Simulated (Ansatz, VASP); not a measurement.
## BiB3 in VASP and in Ansatz

```
CELL_PARAMETERS angstrom
3.83898 0.00000 0.00000
0.00000 3.83898 0.00000
0.00000 0.00000 3.83898
ATOMIC_POSITIONS crystal
B 0.00000 0.50000 0.50000
B 0.50000 0.00000 0.50000
B 0.50000 0.50000 0.00000
Bi 0.00000 0.00000 0.00000
```

Alike in both runs: functional PBE; k mesh 6 × 6 × 6; occupations gaussian, width 0.1 eV; no spin polarisation.

Ansatz relaxed the structure, and its values are those at the end. VASP's run is a single point on that final structure, the one shown.

```csv
,VASP,Ansatz
version,VASP 6.6.1,Ansatz 0.2.0
potentials or method,"VASP PAW PBE potentials, release 64 (B, Bi_d), cutoff 520 eV","scalar-relativistic, plane waves, PAW"
valence electrons in the cell,24,24
```

|  | VASP | Ansatz | Ansatz less VASP |
| --- | --- | --- | --- |
| gap on the k mesh at the Fermi level (eV) | none | none | - |
| pressure (GPa) | -0.2 | -0.2 | +0.04 |

A gap of «none» marks a metal or a gap that the smearing closes. The functional is the same, so the differences come from potentials, cutoffs and numerics.

Neither program's run includes spin-orbit coupling.
